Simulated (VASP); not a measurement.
Set up this calculation in VASP 6.6.1, as the native input.

* Task: single point
* Functional: PBE
* Potentials or basis: VASP PAW PBE potentials, release 64 (Mo_sv, S)
* Cutoff: 520 eV
* k mesh: 8 × 8 × 8
* Occupations: fermi-dirac, width 0.1 eV
* Spin: no spin polarisation
* Dipole correction: no
* Further INCAR settings: ALGO = Normal; EDIFF = 1e-06; NBANDS = 20

The structure of MoS2 lies in POSCAR:

```
MoS2
1.0
    6.3831760000      0.0000000000      0.0000000000
    5.5955395603      3.0716238175      0.0000000000
    5.5955395603      1.4348276740      2.7159054516
Mo S
1 2
Direct
    0.0000000000      0.0000000000      0.0000000000
    0.7500000000      0.7500000000      0.7500000000
    0.2500000000      0.2500000000      0.2500000000
```

One way to write it, as run:

INCAR

```
SYSTEM = MoS2
PREC = Accurate
ENCUT = 520
EDIFF = 1E-6
ISMEAR = -1
SIGMA = 0.1
LREAL = .False.
LASPH = .True.
NELM = 60
ALGO = Normal
ISIF = 2
LWAVE = .False.
LCHARG = .False.
GGA = PE
NBANDS = 20
```

KPOINTS

```
regular mesh
0
Gamma
  8 8 8
  0 0 0
```

Potentials or basis: VASP PAW PBE potentials, release 64 (Mo_sv, S).

The run is started by

```sh
$ cat potpaw_PBE.64/Mo_sv/POTCAR potpaw_PBE.64/S/POTCAR > POTCAR
$ mpirun -np 1 vasp_std > vasp.out
```

It gave:

* Pressure: 8.0 GPa
* Largest force: 0.978 eV/Å
* Band gap on the k mesh: zero (band 13 reaches 7.83 eV, above the bottom of band 14 at 7.42 eV)

Run time: 2.6 min on 1 thread of AMD EPYC 9R14 (Zen 4), with other jobs on the host, peak memory 0.3 GiB.
